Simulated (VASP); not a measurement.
# MoS2 (R3m) in VASP: notebook

The runs below take MoS2 through single point, with PBE+D3(BJ).

All numbers are computed with VASP 6.6.1; they aren't measurements. Logs are shortened: lines on timing, memory, paths and dates and some standing lists are left out, and cuts for length are marked.

## 1. The cell of the first run

It takes space group R3m (No. 160, trigonal). Conventional cell: a = 2.996 Å, b = 2.996 Å, c = 19.289 Å, α = 90.00°, β = 90.00°, γ = 120.00°. Mo (site symmetry 3m) has 6 S at 2.41 Å and 6 Mo at 3.00 Å within 3.2 Å. S (site symmetry 3m) has 3 Mo at 2.41 Å and 6 S at 3.00 Å within 3.2 Å. S (site symmetry 3m) has 3 Mo at 2.41 Å and 6 S at 3.00 Å within 3.2 Å.

## 2. Single point, PBE+D3(BJ)

Contents of INCAR:

```
PREC = Accurate
ENCUT = 520
EDIFF = 1E-6
ISMEAR = 0
SIGMA = 0.05
LREAL = False
LASPH = True
NELM = 100
ALGO = Normal
ISIF = 2
LWAVE = False
LCHARG = True
GGA = PE
IVDW = 12
LELF = True
LVHAR = True
NBANDS = 20
```

Contents of KPOINTS:

```
regular mesh
0
Gamma
  12 12 12
```

Contents of POSCAR:

```
MoS2
1.0
    1.4977500000      0.8647263657      6.4297333333
   -1.4977500000      0.8647263657      6.4297333333
    0.0000000000     -1.7294527314      6.4297333333
Mo S
1 2
Direct
    0.0000172156      0.0000172156      0.0000172156
    0.7535368444      0.7535368444      0.7535368444
    0.5797459400      0.5797459400      0.5797459400
```

Potentials or basis: VASP PAW PBE potentials, release 64 (Mo_sv, S).

Run with:

```sh
$ cat potpaw_PBE.64/Mo_sv/POTCAR potpaw_PBE.64/S/POTCAR > POTCAR
$ mpirun -np 1 vasp_std > vasp.out
```

OUTCAR:

```text
PREC = Accurate
   ENCUT = 520
   EDIFF = 1E-6
   ISMEAR = 0
   LREAL = False
   LASPH = True
   NELM = 100
   ISIF = 2
   GGA = PE
   IVDW = 12
 IVDW          = 12

 ion  position               nearest neighbor table
   1  0.000  0.000  0.000-   2 2.41   2 2.41   2 2.41   3 2.41   3 2.41   3 2.41
   2  0.754  0.754  0.754-   1 2.41   1 2.41   1 2.41
   3  0.580  0.580  0.580-   1 2.41   1 2.41   1 2.41

  LATTYP: Found a trigonal (rhomboedric) cell.
 ALAT       =     6.6582638493
 COS(alpha) =     0.8987985698

  Lattice vectors:

 A1 = (   1.4977500000,   0.8647263657,   6.4297333333)
 A2 = (  -1.4977500000,   0.8647263657,   6.4297333333)
 A3 = (   0.0000000000,  -1.7294527314,   6.4297333333)

Analysis of symmetry for initial positions (statically):
=====================================================================
 Subroutine PRICEL returns:
 Original cell was already a primitive cell.

 Routine SETGRP: Setting up the symmetry group for a
 trigonal (rhombohedral) supercell.

 Subroutine GETGRP returns: Found  6 space group operations
 (whereof  6 operations were pure point group operations)
 out of a pool of 12 trial point group operations.

The static configuration has the point symmetry C_3v.

Analysis of symmetry for dynamics (positions and initial velocities):
=====================================================================
 Subroutine PRICEL returns:
 Original cell was already a primitive cell.

 Routine SETGRP: Setting up the symmetry group for a
 trigonal (rhombohedral) supercell.

 Subroutine GETGRP returns: Found  6 space group operations
 (whereof  6 operations were pure point group operations)
 out of a pool of 12 trial point group operations.

The dynamic configuration has the point symmetry C_3v.

 Subroutine INISYM returns: Found  6 space group operations
 (whereof  6 operations are pure point group operations),
 and found     1 'primitive' translations

----------------------------------------------------------------------------------------

                                     Primitive cell

  volume of cell :      49.9646

  direct lattice vectors                    reciprocal lattice vectors
     1.497750000  0.864726366  6.429733333     0.333834084  0.192739199  0.051842482
    -1.497750000  0.864726366  6.429733333    -0.333834084  0.192739199  0.051842482
     0.000000000 -1.729452731  6.429733333     0.000000000 -0.385478397  0.051842482

  length of vectors
     6.658263849  6.658263849  6.658263849     0.388948888  0.388948888  0.388948888

  position of ions in fractional coordinates (direct lattice)
     0.000017216  0.000017216  0.000017216
     0.753536844  0.753536844  0.753536844
     0.579745940  0.579745940  0.579745940

  ion indices of the primitive-cell ions
   primitive index   ion index
                 1           1
                 2           2
                 3           3

----------------------------------------------------------------------------------------

 KPOINTS: regular mesh

Automatic generation of k-mesh.
 Grid dimensions read from file:
 generate k-points for:   12   12   12

 Generating k-lattice:

  Cartesian coordinates                     Fractional coordinates (reciprocal lattice)
     0.027819507  0.016061600  0.004320207     0.083333333  0.000000000  0.000000000
    -0.027819507  0.016061600  0.004320207     0.000000000  0.083333333  0.000000000
     0.000000000 -0.032123200  0.004320207     0.000000000  0.000000000  0.083333333

  Length of vectors
     0.032412407  0.032412407  0.032412407

  Shift w.r.t. Gamma in fractional coordinates (k-lattice)
     0.000000000  0.000000000  0.000000000

 Subroutine IBZKPT returns following result:
 ===========================================

 Found    189 irreducible k-points:

 Following reciprocal coordinates:
            Coordinates               Weight
  0.000000  0.000000  0.000000      1.000000
  0.083333  0.000000  0.000000      6.000000
  0.166667  0.000000 -0.000000      6.000000
  0.250000 -0.000000  0.000000      6.000000
  0.333333  0.000000 -0.000000      6.000000
  0.416667 -0.000000  0.000000      6.000000
[... 16 lines left out ...]
  0.500000  0.166667 -0.000000     12.000000
 -0.416667  0.166667  0.000000     12.000000
 [... further k-points ...]
   k-points           NKPTS =    189   k-points in BZ     NKDIM =    189   number of bands    NBANDS=     20
   number of dos      NEDOS =    301   number of ions     NIONS =      3
   total plane-waves  NPLWV = 125000
   dimension x,y,z NGX =    50 NGY =   50 NGZ =   50
   dimension x,y,z NGXF=   100 NGYF=  100 NGZF=  100
   ions per type =               1   2
   NGX,Y,Z   is equivalent  to a cutoff of  12.48, 12.48, 12.48 a.u.
   NGXF,Y,Z  is equivalent  to a cutoff of  24.97, 24.97, 24.97 a.u.
 SYSTEM =  unknown system
   PREC   = accura    normal or accurate (medium, high low for compatibility)
   ISTART =      0    job   : 0-new  1-cont  2-samecut
   ICHARG =      2    charge: 1-file 2-atom 10-const
   ISPIN  =      1    spin polarized calculation?
   LNONCOLLINEAR =      F non collinear calculations
   LSORBIT =      F    spin-orbit coupling
   LASPH  =      T    aspherical Exc in radial PAW
   ENCUT  =  520.0 eV  38.22 Ry    6.18 a.u.  12.38 12.38 12.38*2*pi/ulx,y,z
   NELM   =    100;   NELMIN=  2; NELMDL= -5     # of ELM steps
   EDIFF  = 0.1E-05   stopping-criterion for ELM
   LREAL  =      F    real-space projection
   EDIFFG = 0.1E-04   stopping-criterion for IOM
   NSW    =      0    number of steps for IOM
   IBRION =     -1    ionic relax: 0-MD 1-quasi-New 2-CG
   NFREE  =      0    steps in history (QN), initial steepest desc. (CG)
   ISIF   =      2    stress and relaxation
   ISYM   =      2    0-nonsym 1-usesym 2-fastsym
   POTIM  = 0.5000    time-step for ionic-motion
   TEBEG  =    0.0;   TEEND  =   0.0 temperature during run
   PSTRESS=    0.0 pullay stress
   NELECT =      26.0000    total number of electrons
   NUPDOWN=      -1.0000    fix difference up-down
   EMIN   =  10.00;   EMAX   =-10.00  energy-range for DOS
   EFERMI =   0.00;   METHOD = LEGACY
   ISMEAR =     0;   SIGMA  =   0.05  broadening in eV -4-tet -1-fermi 0-gaus
   EFERMI_NEDOS =   21; number of points for ismear=-14 and -15
   IALGO  =     38    algorithm
   IMIX   =      4    mixing-type and parameters
     AMIX     =   0.40;   BMIX     =  1.00
     AMIX_MAG =   1.60;   BMIX_MAG =  1.00
  volume/ion in A,a.u.               =      16.65       112.39
  Fermi-wavevector in a.u.,A,eV,Ry     =   1.316776  2.488346 23.591125  1.733899
  Thomas-Fermi vector in A             =   2.446864
   LORBIT       =      0    0 simple, 1 ext, 2 COOP (PROOUT), +10 PAW based schemes
   GGA     = PE    functional components
   LHFCALC =     F    Hartree Fock is set to
   AEXX    =    0.0000 exact exchange contribution
   IVDW    =    12    specifies the selected vdW correction
   LEPSILON=     F    determine dielectric tensor
   LRPA    =     F    only Hartree local field effects (RPA)
 non-spin polarized calculation
 Gauss-broadening in eV      SIGMA  =   0.05
  energy-cutoff  :      520.00
  volume of cell :       49.96
 maximum number of plane-waves:      1380
 NGX is ok and might be reduce to    50
   NGX = 25   NGY = 25   NGZ = 25

 number of electron      25.9999998 magnetization

 Free energy of the ion-electron system (eV)
  ---------------------------------------------------
  ext. energy  EPLUGINS =         0.00000000
  ---------------------------------------------------
  free energy    TOTEN  =       -21.40730875 eV

  energy without entropy =      -21.40730875  energy(sigma->0) =      -21.40730875

 E-fermi :   8.1750     XC(G=0): -11.2039

 val. band max:        7.7752952243   @ k =  -0.1667   0.5000   0.1667
 cond. band min:       8.8365380177   @ k =  -0.1667   0.1667   0.0000
 fundamental gap:      1.0612427933
 Fermi energy:         8.1749833775

 k-point     1 :       0.0000    0.0000    0.0000
  band No.  band energies     occupation
      1     -52.9871      2.00000
      2     -27.2364      2.00000
      3     -26.7623      2.00000
      4     -26.7623      2.00000
      5      -6.9713      2.00000
      6      -5.5409      2.00000
[... 12 lines left out ...]
     19      16.6431      0.00000
     20      17.3183      0.00000

 k-point     2 :       0.0833    0.0000    0.0000
  band No.  band energies     occupation
      1     -52.9818      2.00000
      2     -27.2276      2.00000
      3     -26.8072      2.00000
      4     -26.7724      2.00000
      5      -6.8421      2.00000
      6      -5.4794      2.00000
[... 12 lines left out ...]
     19      16.7778      0.00000
     20      17.8156      0.00000

 k-point     3 :       0.1667    0.0000   -0.0000
  band No.  band energies     occupation
      1     -52.9673      2.00000
      2     -27.2037      2.00000
      3     -26.9285      2.00000
      4     -26.7999      2.00000
      5      -6.4696      2.00000
      6      -5.3020      2.00000
[... 12 lines left out ...]
     19      17.5166      0.00000
     20      17.8980      0.00000

 k-point     4 :       0.2500   -0.0000    0.0000
  band No.  band energies     occupation
      1     -52.9475      2.00000
      2     -27.1708      2.00000
      3     -27.0909      2.00000
      4     -26.8372      2.00000
      5      -5.9003      2.00000
      6      -5.0331      2.00000
[... 429 lines left out ...]
 k-point    23 :       0.5000    0.1667   -0.0000
  band No.  band energies     occupation
      1     -52.9075      2.00000
      2     -27.3253      2.00000
      3     -27.1046      2.00000
      4     -26.9968      2.00000
      5      -4.4365      2.00000
      6      -4.2994      2.00000
[... 12 lines left out ...]
     19      16.7608      0.00000
     20      17.3582      0.00000

 k-point    24 :      -0.4167    0.1667    0.0000
  band No.  band energies     occupation
      1     -52.9029      2.00000
      2     -27.3528      2.00000
      3     -27.0969      2.00000
      4     -27.0143      2.00000
      5      -4.2643      2.00000
      6      -4.1362      2.00000
[... 12 lines left out ...]
     19      17.0169      0.00000
     20      17.2622      0.00000

 [... further k-points ...]

------------------------ aborting loop because EDIFF is reached ----------------------------------------

 Edisp (eV)   -1.36541

 E8    (eV) :    -0.5508

  FORCE on cell =-STRESS in cart. coord.  units (eV):
  Direction    XX          YY          ZZ          XY          YZ          ZX
  --------------------------------------------------------------------------------------
  -------------------------------------------------------------------------------------
  Total       3.80752     3.80752    -3.59812     0.00000     0.00000    -0.00000
  in kB     122.09285   122.09285  -115.37839     0.00000     0.00000    -0.00000
  external pressure =       42.94 kB  Pullay stress =        0.00 kB

 VOLUME and BASIS-vectors are now :
 -----------------------------------------------------------------------------
  energy-cutoff  :      520.00
  volume of cell :       49.96
      direct lattice vectors                 reciprocal lattice vectors
     1.497750000  0.864726366  6.429733333     0.333834084  0.192739199  0.051842482
    -1.497750000  0.864726366  6.429733333    -0.333834084  0.192739199  0.051842482
     0.000000000 -1.729452731  6.429733333     0.000000000 -0.385478397  0.051842482

 POSITION                                       TOTAL-FORCE (eV/Angst)
 -----------------------------------------------------------------------------------
      0.00000      0.00000      0.00033         0.000000      0.000000     -0.006093
      0.00000      0.00000     14.53512         0.000000      0.000000     -0.948782
      0.00000      0.00000     11.18284         0.000000     -0.000000      0.954875
 -----------------------------------------------------------------------------------
    total drift:                               -0.000000     -0.000000     -0.000050

  FREE ENERGIE OF THE ION-ELECTRON SYSTEM (eV)
  ---------------------------------------------------
  free  energy   TOTEN  =       -22.7727145134 eV

  energy  without entropy=      -22.7727145134  energy(sigma->0) =      -22.77271451
```

Wall time 21 min (1 thread of Intel Xeon 8259CL, shared host); peak memory 0.46 GiB.

Results:

| Quantity | Value |
| --- | --- |
| Free energy | -22.7727 eV |
| Pressure | 4.3 GPa |
| Largest force | 0.955 eV/Å |
| Band gap on the k mesh | 1.06 eV (least direct gap 1.77 eV) |
| Dispersion energy per atom | -0.455 eV |

Forces in eV/Å, atoms in the order of the input:
```
Mo   0.000  0.000 -0.006
S    0.000  0.000 -0.949
S    0.000  0.000  0.955
```

Caveat: the cell stands under pressure.

## 3. Single point, PBE+D3(BJ)

This run uses another cell than the first one, of 17.54 Å³/atom.

Contents of INCAR:

```
SYSTEM = MoS2
  ALGO = Normal
  EDIFF = 1E-6
  ENCUT = 520
  GGA = PE
  ISIF = 2
  ISMEAR = 0
  IVDW = 12
  LASPH = .True.
  LCHARG = .False.
  LREAL = .False.
  LWAVE = .False.
  NBANDS = 20
  NELM = 60
  PREC = Accurate
  SIGMA = 0.05
```

Contents of KPOINTS:

```
k-points
0
Gamma
  12 12 12
  0 0 0
```

Contents of POSCAR:

```
MoS2
1.0
    1.5371500000      0.8874739663      6.4297333333
   -1.5371500000      0.8874739663      6.4297333333
    0.0000000000     -1.7749479326      6.4297333333
Mo S
1 2
Direct
    0.0000172156      0.0000172156      0.0000172156
    0.7535368444      0.7535368444      0.7535368444
    0.5797459400      0.5797459400      0.5797459400
```

Potentials or basis: VASP PAW PBE potentials, release 64 (Mo_sv, S).

Run with:

```sh
$ cat potpaw_PBE.64/Mo_sv/POTCAR potpaw_PBE.64/S/POTCAR > POTCAR
$ mpirun -np 1 vasp_std > vasp.out
```

Wall time 19 min (1 thread of Intel Xeon 8259CL, shared host); peak memory 0.46 GiB.

The run converged. Its results:

| Item | Value |
| --- | --- |
| Free energy | -22.8896 eV |
| Pressure | -3.8 GPa |
| Largest force | 1.403 eV/Å |
| Band gap on the k mesh | 1.12 eV (least direct gap 1.86 eV) |
| Dispersion energy per atom | -0.432 eV |

Forces on the atoms (eV/Å):
```
Mo   0.000  0.000 -0.005
S    0.000  0.000 -1.399
S    0.000  0.000  1.403
```

Stress tensor (GPa, compression positive):
```
  2.18   0.00   0.00
  0.00   2.18   0.00
  0.00   0.00 -15.71
```

Levels at points of the mesh, in eV from the valence-band top:
| k point | band 11 | band 12 | band 13 | band 14 | band 15 | band 16 |
| --- | --- | --- | --- | --- | --- | --- |
| (0.00, 0.00, 0.00) | -1.19 | -0.95 | -0.95 | 2.88 | 2.88 | 2.97 |
| (0.50, 0.00, 0.00) | -2.17 | -0.95 | -0.46 | 2.66 | 2.68 | 3.85 |
| (0.50, 0.50, 0.00) | -2.70 | -0.72 | -0.65 | 2.66 | 2.86 | 3.52 |
| (0.50, 0.50, 0.50) | -0.92 | -0.92 | -0.03 | 2.85 | 2.85 | 2.97 |

Caveat: the cell stands under tension; forces of over 1 eV/Å act on the atoms, so gaps and moduli don't describe the material at rest. PBE gaps usually lie below the measured ones, often by a third to a half.
